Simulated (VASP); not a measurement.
# Rh (P6_3/mmc) in VASP: further runs, part 2 of 2

VASP 6.6.1.

## 4. Single point, LDA

This run uses another cell than the first one, of 14.30 Å³/atom, 1.053 times its volume.

INCAR

```
SYSTEM = Rh
  PREC = Accurate
  ENCUT = 520
  EDIFF = 1E-6
  ISMEAR = -1
  SIGMA = 0.1
  LREAL = .FALSE.
  LASPH = .TRUE.
  NELM = 60
  ALGO = Normal
  ISIF = 2
  LWAVE = .FALSE.
  LCHARG = .FALSE.
  GGA = CA
  NBANDS = 22
```

KPOINTS

```
regular mesh
0
G
  12 12 7
  0 0 0
```

POSCAR

```
Rh
1.0
    2.7309790000      0.0000000000      0.0000000000
   -1.3654900000      2.3650970000      0.0000000000
    0.0000000000      0.0000000000      4.4284890000
Rh
2
Direct
    0.6666666667      0.3333333333      0.7500000000
    0.3333333333      0.6666666667      0.2500000000
```

Potentials or basis: VASP PAW LDA potentials, release 64 (Rh_pv).

Command:

```
cat potpaw_LDA.64/Rh_pv/POTCAR > POTCAR
mpirun -np 1 vasp_std > vasp.out
```

OUTCAR:

```text
SYSTEM = Rh
   PREC = Accurate
   ENCUT = 520
   EDIFF = 1E-6
   ISMEAR = -1
   LREAL = .FALSE.
   LASPH = .TRUE.
   NELM = 60
   ISIF = 2
   GGA = CA

 ion  position               nearest neighbor table
   1  0.667  0.333  0.750-   2 2.72   2 2.72   2 2.72   2 2.72   2 2.72   2 2.72
   2  0.333  0.667  0.250-   1 2.72   1 2.72   1 2.72   1 2.72   1 2.72   1 2.72

  LATTYP: Found a hexagonal cell.
 ALAT       =     2.7309790000
 C/A-ratio  =     1.6215756328

  Lattice vectors:

 A1 = (   2.7309790000,   0.0000000000,   0.0000000000)
 A2 = (  -1.3654900000,   2.3650970000,   0.0000000000)
 A3 = (   0.0000000000,   0.0000000000,   4.4284890000)

Analysis of symmetry for initial positions (statically):
=====================================================================
 Subroutine PRICEL returns:
 Original cell was already a primitive cell.

 Routine SETGRP: Setting up the symmetry group for a
 hexagonal supercell.

 Subroutine GETGRP returns: Found 24 space group operations
 (whereof 12 operations were pure point group operations)
 out of a pool of 24 trial point group operations.

The static configuration has the point symmetry D_3d.
 The point group associated with its full space group is D_6h.

Analysis of symmetry for dynamics (positions and initial velocities):
=====================================================================
 Subroutine PRICEL returns:
 Original cell was already a primitive cell.

 Routine SETGRP: Setting up the symmetry group for a
 hexagonal supercell.

 Subroutine GETGRP returns: Found 24 space group operations
 (whereof 12 operations were pure point group operations)
 out of a pool of 24 trial point group operations.

The dynamic configuration has the point symmetry D_3d.
 The point group associated with its full space group is D_6h.

 Subroutine INISYM returns: Found 24 space group operations
 (whereof 12 operations are pure point group operations),
 and found     1 'primitive' translations

----------------------------------------------------------------------------------------

                                     Primitive cell

  volume of cell :      28.6037

  direct lattice vectors                    reciprocal lattice vectors
     2.730979000  0.000000000  0.000000000     0.366169055  0.211407897  0.000000000
    -1.365490000  2.365097000  0.000000000     0.000000000  0.422815639  0.000000000
     0.000000000  0.000000000  4.428489000     0.000000000  0.000000000  0.225810655

  length of vectors
     2.730979000  2.730979084  4.428489000     0.422815652  0.422815639  0.225810655

  position of ions in fractional coordinates (direct lattice)
     0.666666667  0.333333333  0.750000000
     0.333333333  0.666666667  0.250000000

  ion indices of the primitive-cell ions
   primitive index   ion index
                 1           1
                 2           2

----------------------------------------------------------------------------------------

 KPOINTS: regular mesh

Automatic generation of k-mesh.
 Grid dimensions read from file:
 generate k-points for:   12   12    7

 Generating k-lattice:

  Cartesian coordinates                     Fractional coordinates (reciprocal lattice)
     0.030514088  0.017617325  0.000000000     0.083333333  0.000000000  0.000000000
     0.000000000  0.035234637  0.000000000     0.000000000  0.083333333  0.000000000
     0.000000000  0.000000000  0.032258665     0.000000000  0.000000000  0.142857143

  Length of vectors
     0.035234638  0.035234637  0.032258665

  Shift w.r.t. Gamma in fractional coordinates (k-lattice)
     0.000000000  0.000000000  0.000000000

 Subroutine IBZKPT returns following result:
 ===========================================

 Found     76 irreducible k-points:

 Following reciprocal coordinates:
            Coordinates               Weight
  0.000000  0.000000  0.000000      1.000000
  0.083333 -0.000000  0.000000      6.000000
  0.166667  0.000000  0.000000      6.000000
  0.250000  0.000000  0.000000      6.000000
  0.333333  0.000000  0.000000      6.000000
  0.416667 -0.000000  0.000000      6.000000
[... 16 lines left out ...]
  0.250000  0.000000  0.142857     12.000000
  0.333333  0.000000  0.142857     12.000000
 [... further k-points ...]
   k-points           NKPTS =     76   k-points in BZ     NKDIM =     76   number of bands    NBANDS=     22
   number of dos      NEDOS =    301   number of ions     NIONS =      2
   total plane-waves  NPLWV =  14400
   dimension x,y,z NGX =    20 NGY =   20 NGZ =   36
   dimension x,y,z NGXF=    40 NGYF=   40 NGZF=   72
   ions per type =               2
   NGX,Y,Z   is equivalent  to a cutoff of  12.17, 12.17, 13.51 a.u.
   NGXF,Y,Z  is equivalent  to a cutoff of  24.35, 24.35, 27.03 a.u.
 SYSTEM =  Rh
   PREC   = accura    normal or accurate (medium, high low for compatibility)
   ISTART =      0    job   : 0-new  1-cont  2-samecut
   ICHARG =      2    charge: 1-file 2-atom 10-const
   ISPIN  =      1    spin polarized calculation?
   LNONCOLLINEAR =      F non collinear calculations
   LSORBIT =      F    spin-orbit coupling
   LASPH  =      T    aspherical Exc in radial PAW
   ENCUT  =  520.0 eV  38.22 Ry    6.18 a.u.   5.08  5.08  8.23*2*pi/ulx,y,z
   NELM   =     60;   NELMIN=  2; NELMDL= -5     # of ELM steps
   EDIFF  = 0.1E-05   stopping-criterion for ELM
   LREAL  =      F    real-space projection
   EDIFFG = 0.1E-04   stopping-criterion for IOM
   NSW    =      0    number of steps for IOM
   IBRION =     -1    ionic relax: 0-MD 1-quasi-New 2-CG
   NFREE  =      0    steps in history (QN), initial steepest desc. (CG)
   ISIF   =      2    stress and relaxation
   ISYM   =      2    0-nonsym 1-usesym 2-fastsym
   POTIM  = 0.5000    time-step for ionic-motion
   TEBEG  =    0.0;   TEEND  =   0.0 temperature during run
   PSTRESS=    0.0 pullay stress
   NELECT =      30.0000    total number of electrons
   NUPDOWN=      -1.0000    fix difference up-down
   EMIN   =  10.00;   EMAX   =-10.00  energy-range for DOS
   EFERMI =   0.00;   METHOD = LEGACY
   ISMEAR =    -1;   SIGMA  =   0.10  broadening in eV -4-tet -1-fermi 0-gaus
   EFERMI_NEDOS =   21; number of points for ismear=-14 and -15
   IALGO  =     38    algorithm
   IMIX   =      4    mixing-type and parameters
     AMIX     =   0.40;   BMIX     =  1.00
     AMIX_MAG =   1.60;   BMIX_MAG =  1.00
  volume/ion in A,a.u.               =      14.30        96.51
  Fermi-wavevector in a.u.,A,eV,Ry     =   1.663314  3.143208 37.642069  2.766614
  Thomas-Fermi vector in A             =   2.750053
   LORBIT       =      0    0 simple, 1 ext, 2 COOP (PROOUT), +10 PAW based schemes
   GGA     = CA    functional components
   LHFCALC =     F    Hartree Fock is set to
   AEXX    =    0.0000 exact exchange contribution
   IVDW    =     0    specifies the selected vdW correction
   LEPSILON=     F    determine dielectric tensor
   LRPA    =     F    only Hartree local field effects (RPA)
 non-spin polarized calculation
  energy-cutoff  :      520.00
  volume of cell :       28.60
 maximum number of plane-waves:       785
   NGX = 11   NGY = 11   NGZ = 17

 number of electron      30.0000007 magnetization

 Free energy of the ion-electron system (eV)
  ---------------------------------------------------
  ext. energy  EPLUGINS =         0.00000000
  ---------------------------------------------------
  free energy    TOTEN  =       -17.21797419 eV

  energy without entropy =      -17.10426884  energy(sigma->0) =      -17.16112151

 E-fermi :  11.0751     XC(G=0): -14.1002

 val. band max:       11.0710610823   @ k =   0.1667   0.0833   0.4286
 cond. band min:      11.0764657152   @ k =   0.1667   0.1667   0.4286
 fundamental gap:      0.0054046329
 Fermi energy:        11.0751184558

 k-point     1 :       0.0000    0.0000    0.0000
  band No.  band energies     occupation
      1     -35.7542      2.00000
      2     -35.1731      2.00000
      3     -35.1731      2.00000
      4     -35.0920      2.00000
      5     -35.0787      2.00000
      6     -35.0787      2.00000
[... 14 lines left out ...]
     21      29.0687      0.00000
     22      29.6854      0.00000
[... 552 lines left out ...]
  band No.  band energies     occupation
      1     -35.6071      2.00000
      2     -35.4887      2.00000
      3     -35.4504      2.00000
      4     -35.2781      2.00000
      5     -35.1869      2.00000
      6     -35.1500      2.00000
[... 14 lines left out ...]
     21      26.1250      0.00000
     22      26.4730      0.00000

 [... further k-points ...]

------------------------ aborting loop because EDIFF is reached ----------------------------------------

  FORCE on cell =-STRESS in cart. coord.  units (eV):
  Direction    XX          YY          ZZ          XY          YZ          ZX
  --------------------------------------------------------------------------------------
  -------------------------------------------------------------------------------------
  Total       -3.1829961     -3.1829956     -3.4495608      0.0000007      0.0000000      0.0000000
  in kB     -178.2886921   -178.2886633   -193.2197426      0.0000377      0.0000000      0.0000000
  external PRESSURE =    -183.2656993 kB  Pullay stress =       0.0000000 kB

 VOLUME and BASIS-vectors are now :
 -----------------------------------------------------------------------------
  energy-cutoff  :      520.00
  volume of cell :       28.60
      direct lattice vectors                 reciprocal lattice vectors
     2.730979000  0.000000000  0.000000000     0.366169055  0.211407897  0.000000000
    -1.365490000  2.365097000  0.000000000     0.000000000  0.422815639  0.000000000
     0.000000000  0.000000000  4.428489000     0.000000000  0.000000000  0.225810655

 POSITION                                       TOTAL-FORCE (eV/Angst)
 -----------------------------------------------------------------------------------
      1.36549      0.78837      3.32137        -0.000000      0.000000      0.000000
     -0.00000      1.57673      1.10712         0.000000     -0.000000      0.000000
 -----------------------------------------------------------------------------------
    total drift:                                0.000000     -0.000000      0.000000

  FREE ENERGIE OF THE ION-ELECTRON SYSTEM (eV)
  ---------------------------------------------------
  free  energy   TOTEN  =       -17.2179741892 eV

  energy  without entropy=      -17.1042688371  energy(sigma->0) =      -17.16112151
```

stdout:

```text
POSCAR found type information on POSCAR Rh
 POSCAR found :  1 types and       2 ions
 scaLAPACK will be used
 LDA part: xc-table for (Slater(with rela. corr.)+CA(PZ))
 , standard interpolation
 POSCAR, INCAR and KPOINTS ok, starting setup
 FFT: planning ... GRIDC
 FFT: planning ... GRID_SOFT
 FFT: planning ... GRID
 WAVECAR not read
 entering main loop
```

It took 13 s on 1 thread of Intel Xeon 6975P-C (Granite Rapids), shared host; peak memory 0.15 GiB.

Results:

```yaml
Free_energy: -17.2180 eV
Pressure: -18.3 GPa
Band_gap_on_the_k_mesh: zero (band 15 reaches 11.67 eV, above the bottom of band 16 at 9.40 eV)
```

Stress tensor (GPa, compression positive):
```
-17.83   0.00   0.00
  0.00 -17.83   0.00
  0.00   0.00 -19.32
```

## 5. Single point, LDA

This run uses another cell than the first one, of 14.66 Å³/atom, 1.079 times its volume.

INCAR

```
  PREC = Accurate
  ENCUT = 520
  EDIFF = 1E-7
  ISMEAR = -1
  SIGMA = 0.1
  LREAL = False
  LASPH = True
  NELM = 80
  ALGO = Normal
  ISIF = 2
  LWAVE = False
  LCHARG = False
  GGA = CA
  NBANDS = 22
```

KPOINTS

```
regular mesh
0
Gamma
  12 12 7
```

POSCAR

```
Rh
1.0
    2.7535500979      0.0000000000      0.0000000000
   -1.3767755531      2.3846441426      0.0000000000
    0.0000000000      0.0000000000      4.4650897424
Rh
2
Direct
    0.6666666667      0.3333333333      0.7500000000
    0.3333333333      0.6666666667      0.2500000000
```

Command:

```
cat potpaw_LDA.64/Rh_pv/POTCAR > POTCAR
mpirun -np 1 vasp_std > vasp.out
```

Run time: 13 s. Hardware: 1 thread of Intel Xeon 6975P-C (Granite Rapids), shared host; peak memory 0.15 GiB.

It converged, with:

| Quantity | Value |
| --- | --- |
| Free energy | -17.1256 eV |
| Pressure | -23.2 GPa |
| Band gap on the k mesh | zero (band 15 reaches 11.21 eV, above the bottom of band 16 at 9.03 eV) |

Stress tensor (GPa, compression positive):
```
-22.66   0.00   0.00
  0.00 -22.66   0.00
  0.00   0.00 -24.25
```

Levels at points of the mesh, in eV from the Fermi level:
```tsv
k point	band 11	band 12	band 13	band 14	band 15	band 16	band 17	band 18	band 19	band 20
(0.00, 0.00, 0.00)	-2.75	-2.28	-2.28	-1.72	-1.72	0.14	0.14	0.75	7.93	15.87
(0.50, 0.00, 0.00)	-2.47	-2.05	-1.96	0.41	0.57	0.68	2.85	4.80	9.79	10.26
```

## 6. Summary

```csv
cell,gap on the mesh (eV),pressure (GPa)
"a = 2.685, b = 2.685, c = 4.353 Å, angles 90.0, 90.0, 120.0°, 2 atoms",none,-5.7
"a = 2.708, b = 2.708, c = 4.391 Å, angles 90.0, 90.0, 120.0°, 2 atoms",none,-12.6
"a = 2.731, b = 2.731, c = 4.428 Å, angles 90.0, 90.0, 120.0°, 2 atoms",none,-18.3
"a = 2.754, b = 2.754, c = 4.465 Å, angles 90.0, 90.0, 120.0°, 2 atoms",none,-23.2
```

Alike in all rows: task single point; level LDA; potentials or basis VASP PAW LDA potentials, release 64 (Rh_pv); no spin polarisation; k mesh 12 × 12 × 7; cutoff (eV) 520; smearing fermi-dirac 0.1 eV.

Total energies depend on the potentials used, so only differences within one code and one set of settings carry meaning.
